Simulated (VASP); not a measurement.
# La2FeCo2C (Immm) in VASP: single point with PBE

Aim: the single point of La2FeCo2C with PBE.

Everything below comes from runs of VASP 6.6.1. Logs are shortened: lines on timing, memory, paths and dates and some standing lists are left out, and cuts for length are marked.

## 1. The cell of the first run

The structure is orthorhombic, space group Immm (No. 71). Conventional cell: a = 4.075 Å, b = 5.948 Å, c = 8.946 Å, α = 90.00°, β = 90.00°, γ = 90.00°. Within 3.5 Å of La (site symmetry mm2) lie 2 C at 2.67 Å and 6 Co at 3.00 to 3.20 Å and 4 Fe at 3.42 to 3.44 Å and 1 La at 3.46 Å. Within 2.5 Å of Co (site symmetry m2m) lie 1 C at 1.76 Å and 2 Fe at 2.37 Å and 1 Co at 2.42 Å. Within 3.1 Å of Fe (site symmetry mmm) lie 4 Co at 2.37 Å. Within 2.3 Å of C (site symmetry mmm) lie 2 Co at 1.76 Å.

## 2. Single point, PBE

Contents of INCAR:

```
PREC     = Accurate       # precision mode
ENCUT    = 1300           # plane-wave cutoff, eV
EDIFF    = 1E-6           # SCF threshold, eV
ISMEAR   = 0              # smearing method
SIGMA    = 0.0121         # smearing width, eV
LREAL    = False          # projectors in reciprocal space
LASPH    = True           # aspherical terms in the spheres
NELM     = 200            # most SCF steps
ALGO     = Normal         # electronic algorithm
ISIF     = 2              # what is computed and relaxed
LWAVE    = False          # write WAVECAR
LCHARG   = True           # write CHGCAR
GGA      = PE             # functional
LELF     = True           # ELF
LVHAR    = True         
NBANDS   = 47             # bands
GGA_COMPAT= False        
LMAXMIX  = 6              # l up to which the mixer works
```

Contents of KPOINTS:

```
Automatic mesh
0
Gamma
  5 5 5
```

Contents of POSCAR:

```
La2FeCo2C
1.0
   -2.0373043690      2.9738102984      4.4727553470
    4.0746087381      0.0000000000      0.0000000000
    2.0373043690      2.9738102984     -4.4727553470
La Co Fe C
2 2 1 1
Direct
    0.3065386310      0.8065386310      0.6934613690
    0.6934613690      0.1934613690      0.3065386310
    0.7964673687      0.5000000000      0.7964673687
    0.2035326313      0.5000000000      0.2035326313
    0.0000000000      0.0000000000      0.0000000000
    0.5000000000      0.5000000000      0.5000000000
```

Potentials or basis: VASP PAW PBE potentials, release 64 (La, Co_sv, Fe_sv, C_h).

Launch:

```
$ cat potpaw_PBE.64/La/POTCAR potpaw_PBE.64/Co_sv/POTCAR potpaw_PBE.64/Fe_sv/POTCAR potpaw_PBE.64/C_h/POTCAR > POTCAR
$ mpirun -np 1 vasp_std > vasp.out
```

OUTCAR:

```text
PREC = Accurate
   ENCUT = 1300
   EDIFF = 1E-6
   ISMEAR = 0
   LREAL = False
   LASPH = True
   NELM = 200
   ISIF = 2
   GGA = PE

 ion  position               nearest neighbor table
   1  0.307  0.807  0.693-   4 3.00   3 3.00   2 3.46
   2  0.693  0.193  0.307-   4 3.00   3 3.00   1 3.46
   3  0.796  0.500  0.796-   6 1.76   5 2.37   5 2.37   4 2.42   1 3.00   2 3.00
   4  0.204  0.500  0.204-   6 1.76   5 2.37   5 2.37   3 2.42   1 3.00   2 3.00
   5  0.000  0.000  0.000-   3 2.37   4 2.37   3 2.37   4 2.37
   6  0.500  0.500  0.500-   3 1.76   4 1.76

  LATTYP: Found a body centered orthorhombic cell.
 ALAT       =     4.0746087381
 B/A-ratio  =     1.4596789481
 C/A-ratio  =     2.1954281427

  Lattice vectors:

 A1 = (  -2.0373043690,   2.9738102984,   4.4727553470)
 A2 = (   2.0373043691,  -2.9738102984,   4.4727553470)
 A3 = (   2.0373043690,   2.9738102984,  -4.4727553470)

Analysis of symmetry for initial positions (statically):
=====================================================================
 Subroutine PRICEL returns:
 Original cell was already a primitive cell.

 Routine SETGRP: Setting up the symmetry group for a
 body centered orthorhombic supercell.

 Subroutine GETGRP returns: Found  8 space group operations
 (whereof  8 operations were pure point group operations)
 out of a pool of  8 trial point group operations.

The static configuration has the point symmetry D_2h.

Analysis of symmetry for dynamics (positions and initial velocities):
=====================================================================
 Subroutine PRICEL returns:
 Original cell was already a primitive cell.

 Routine SETGRP: Setting up the symmetry group for a
 body centered orthorhombic supercell.

 Subroutine GETGRP returns: Found  8 space group operations
 (whereof  8 operations were pure point group operations)
 out of a pool of  8 trial point group operations.

The dynamic configuration has the point symmetry D_2h.

 Subroutine INISYM returns: Found  8 space group operations
 (whereof  8 operations are pure point group operations),
 and found     1 'primitive' translations

----------------------------------------------------------------------------------------

                                     Primitive cell

  volume of cell :     108.3938

  direct lattice vectors                    reciprocal lattice vectors
    -2.037304369  2.973810298  4.472755347     0.000000000  0.168134464  0.111787916
     4.074608738  0.000000000  0.000000000     0.245422337  0.000000000  0.111787916
     2.037304369  2.973810298 -4.472755347     0.000000000  0.168134464 -0.111787916

  length of vectors
     5.744536289  4.074608738  5.744536289     0.201905265  0.269682520  0.201905265

  position of ions in fractional coordinates (direct lattice)
     0.306538631  0.806538631  0.693461369
     0.693461369  0.193461369  0.306538631
     0.796467369  0.500000000  0.796467369
     0.203532631  0.500000000  0.203532631
     0.000000000  0.000000000  0.000000000
     0.500000000  0.500000000  0.500000000

  ion indices of the primitive-cell ions
   primitive index   ion index
                 1           1
                 2           2
                 3           3
                 4           4
                 5           5
                 6           6

----------------------------------------------------------------------------------------

 KPOINTS: Automatic mesh

Automatic generation of k-mesh.
 Grid dimensions read from file:
 generate k-points for:    5    5    5

 Generating k-lattice:

  Cartesian coordinates                     Fractional coordinates (reciprocal lattice)
     0.000000000  0.033626893  0.022357583     0.200000000  0.000000000  0.000000000
     0.049084467  0.000000000  0.022357583     0.000000000  0.200000000 -0.000000000
     0.000000000  0.033626893 -0.022357583     0.000000000  0.000000000  0.200000000

  Length of vectors
     0.040381053  0.053936504  0.040381053

  Shift w.r.t. Gamma in fractional coordinates (k-lattice)
     0.000000000  0.000000000  0.000000000

 Subroutine IBZKPT returns following result:
 ===========================================

 Found     27 irreducible k-points:

 Following reciprocal coordinates:
            Coordinates               Weight
  0.000000  0.000000  0.000000      1.000000
  0.200000  0.000000  0.000000      4.000000
  0.400000  0.000000 -0.000000      4.000000
  0.000000  0.200000  0.000000      4.000000
  0.200000  0.200000  0.000000      8.000000
  0.400000  0.200000  0.000000      8.000000
[... 16 lines left out ...]
 -0.400000 -0.200000  0.200000      8.000000
 -0.200000 -0.200000  0.200000      4.000000
 [... further k-points ...]
   k-points           NKPTS =     27   k-points in BZ     NKDIM =     27   number of bands    NBANDS=     47
   number of dos      NEDOS =    301   number of ions     NIONS =      6
   total plane-waves  NPLWV = 235200
   dimension x,y,z NGX =    70 NGY =   48 NGZ =   70
   dimension x,y,z NGXF=   140 NGYF=   96 NGZF=  140
   ions per type =               2   2   1   1
   NGX,Y,Z   is equivalent  to a cutoff of  20.26, 19.58, 20.26 a.u.
   NGXF,Y,Z  is equivalent  to a cutoff of  40.52, 39.17, 40.52 a.u.
 SYSTEM =  unknown system
   PREC   = accura    normal or accurate (medium, high low for compatibility)
   ISTART =      0    job   : 0-new  1-cont  2-samecut
   ICHARG =      2    charge: 1-file 2-atom 10-const
   ISPIN  =      1    spin polarized calculation?
   LNONCOLLINEAR =      F non collinear calculations
   LSORBIT =      F    spin-orbit coupling
   LASPH  =      T    aspherical Exc in radial PAW
   ENCUT  = 1300.0 eV  95.55 Ry    9.77 a.u.  16.89 11.98 16.89*2*pi/ulx,y,z
   NELM   =    200;   NELMIN=  2; NELMDL= -5     # of ELM steps
   EDIFF  = 0.1E-05   stopping-criterion for ELM
   LREAL  =      F    real-space projection
   EDIFFG = 0.1E-04   stopping-criterion for IOM
   NSW    =      0    number of steps for IOM
   IBRION =     -1    ionic relax: 0-MD 1-quasi-New 2-CG
   NFREE  =      0    steps in history (QN), initial steepest desc. (CG)
   ISIF   =      2    stress and relaxation
   ISYM   =      2    0-nonsym 1-usesym 2-fastsym
   POTIM  = 0.5000    time-step for ionic-motion
   TEBEG  =    0.0;   TEEND  =   0.0 temperature during run
   PSTRESS=    0.0 pullay stress
   NELECT =      76.0000    total number of electrons
   NUPDOWN=      -1.0000    fix difference up-down
   EMIN   =  10.00;   EMAX   =-10.00  energy-range for DOS
   EFERMI =   0.00;   METHOD = LEGACY
   ISMEAR =     0;   SIGMA  =   0.01  broadening in eV -4-tet -1-fermi 0-gaus
   EFERMI_NEDOS =   21; number of points for ismear=-14 and -15
   IALGO  =     38    algorithm
   IMIX   =      4    mixing-type and parameters
     AMIX     =   0.40;   BMIX     =  1.00
     AMIX_MAG =   1.60;   BMIX_MAG =  1.00
  volume/ion in A,a.u.               =      18.07       121.91
  Fermi-wavevector in a.u.,A,eV,Ry     =   1.454380  2.748380 28.779335  2.115221
  Thomas-Fermi vector in A             =   2.571537
   LORBIT       =      0    0 simple, 1 ext, 2 COOP (PROOUT), +10 PAW based schemes
   GGA     = PE    functional components
   LHFCALC =     F    Hartree Fock is set to
   AEXX    =    0.0000 exact exchange contribution
   IVDW    =     0    specifies the selected vdW correction
   LEPSILON=     F    determine dielectric tensor
   LRPA    =     F    only Hartree local field effects (RPA)
 non-spin polarized calculation
 Gauss-broadening in eV      SIGMA  =   0.01
  energy-cutoff  :     1300.00
  volume of cell :      108.39
 maximum number of plane-waves:     11570
 NGX is ok and might be reduce to    70
   NGX = 33   NGY = 23   NGZ = 33

 number of electron      76.0000002 magnetization

 Free energy of the ion-electron system (eV)
  ---------------------------------------------------
  ext. energy  EPLUGINS =         0.00000000
  ---------------------------------------------------
  free energy    TOTEN  =       -41.80798222 eV

  energy without entropy =      -41.80775722  energy(sigma->0) =      -41.80786972

 E-fermi :   9.4590     XC(G=0): -11.2441

 val. band max:        9.4533476177   @ k =  -0.2000   0.2000  -0.0000
 cond. band min:       9.4769788969   @ k =  -0.4000   0.4000   0.0000
 fundamental gap:      0.0236312792
 Fermi energy:         9.4590335152

 k-point     1 :       0.0000    0.0000    0.0000
  band No.  band energies     occupation
      1     -85.5610      2.00000
      2     -85.5478      2.00000
      3     -77.1353      2.00000
      4     -49.2234      2.00000
      5     -49.1112      2.00000
      6     -48.7263      2.00000
[... 39 lines left out ...]
     46      11.7450      0.00000
     47      11.7726      0.00000

 k-point     2 :       0.2000    0.0000    0.0000
  band No.  band energies     occupation
      1     -85.5610      2.00000
      2     -85.5478      2.00000
      3     -77.1353      2.00000
      4     -49.2235      2.00000
      5     -49.1111      2.00000
      6     -48.7262      2.00000
[... 39 lines left out ...]
     46      11.5987      0.00000
     47      11.6152      0.00000

 k-point     3 :       0.4000    0.0000   -0.0000
  band No.  band energies     occupation
      1     -85.5610      2.00000
      2     -85.5478      2.00000
      3     -77.1353      2.00000
      4     -49.2236      2.00000
      5     -49.1109      2.00000
      6     -48.7261      2.00000
[... 39 lines left out ...]
     46      11.5617      0.00000
     47      11.6391      0.00000

 k-point     4 :       0.0000    0.2000    0.0000
  band No.  band energies     occupation
      1     -85.5609      2.00000
      2     -85.5478      2.00000
      3     -77.1353      2.00000
      4     -49.2240      2.00000
      5     -49.1111      2.00000
      6     -48.7247      2.00000
[... 939 lines left out ...]
     46      11.2265      0.00000
     47      11.6887      0.00000

 k-point    23 :      -0.4000   -0.2000    0.2000
  band No.  band energies     occupation
      1     -85.5610      2.00000
      2     -85.5478      2.00000
      3     -77.1353      2.00000
      4     -49.2241      2.00000
      5     -49.1110      2.00000
      6     -48.7246      2.00000
[... 39 lines left out ...]
     46      11.6364      0.00000
     47      11.7559      0.00000

 k-point    24 :      -0.2000   -0.2000    0.2000
  band No.  band energies     occupation
      1     -85.5609      2.00000
      2     -85.5478      2.00000
      3     -77.1353      2.00000
      4     -49.2240      2.00000
      5     -49.1111      2.00000
      6     -48.7247      2.00000
[... 39 lines left out ...]
     46      11.6458      0.00000
     47      11.6965      0.00000

 [... further k-points ...]

------------------------ aborting loop because EDIFF is reached ----------------------------------------

  FORCE on cell =-STRESS in cart. coord.  units (eV):
  Direction    XX          YY          ZZ          XY          YZ          ZX
  --------------------------------------------------------------------------------------
  -------------------------------------------------------------------------------------
  Total       -0.1590201     -0.0875547     -0.1080482      0.0000000      0.0000000     -0.0000000
  in kB       -2.3504890     -1.2941537     -1.5970698      0.0000000      0.0000000     -0.0000000
  external PRESSURE =      -1.7472375 kB  Pullay stress =       0.0000000 kB

 VOLUME and BASIS-vectors are now :
 -----------------------------------------------------------------------------
  energy-cutoff  :     1300.00
  volume of cell :      108.39
      direct lattice vectors                 reciprocal lattice vectors
    -2.037304369  2.973810298  4.472755347     0.000000000  0.168134464  0.111787916
     4.074608738  0.000000000  0.000000000     0.245422337  0.000000000  0.111787916
     2.037304369  2.973810298 -4.472755347     0.000000000  0.168134464 -0.111787916

 POSITION                                       TOTAL-FORCE (eV/Angst)
 -----------------------------------------------------------------------------------
      4.07461      2.97381     -1.73061        -0.000000     -0.000000     -0.002629
      0.00000      2.97381      1.73061         0.000000     -0.000000      0.002629
      2.03730      4.73709      0.00000         0.000000      0.019892      0.000000
      2.03730      1.21053      0.00000         0.000000     -0.019892      0.000000
      0.00000      0.00000      0.00000         0.000000      0.000000      0.000000
      2.03730      2.97381      0.00000        -0.000000     -0.000000     -0.000000
 -----------------------------------------------------------------------------------
    total drift:                               -0.000000     -0.000000      0.000000

  FREE ENERGIE OF THE ION-ELECTRON SYSTEM (eV)
  ---------------------------------------------------
  free  energy   TOTEN  =       -41.8079822244 eV

  energy  without entropy=      -41.8077572206  energy(sigma->0) =      -41.80786972
```

It took 27 min on 1 thread of Intel Xeon Platinum 8259CL at 2.50GHz (Skylake/Cascade Lake), shared host; peak memory 0.96 GiB.

What came out:

```
Free energy            : -41.8080 eV
Pressure               : -0.2 GPa
Largest force          : 0.020 eV/Å
Band gap on the k mesh : zero (bands 38 and 39 overlap by 0.30 eV)
```

Forces on the atoms (eV/Å):
```
La   0.000  0.000 -0.003
La   0.000  0.000  0.003
Co   0.000  0.020  0.000
Co   0.000 -0.020  0.000
Fe   0.000  0.000  0.000
C    0.000  0.000  0.000
```

Stress tensor (GPa, compression positive):
```
-0.24  0.00  0.00
 0.00 -0.13  0.00
 0.00  0.00 -0.16
```

Caveat: spin-orbit coupling is left out, which moves the levels of the heavy elements; the run has no spin polarisation, though such a crystal can be magnetic.

The gap in the log of VASP goes by the Fermi energy; the results here count the filled bands.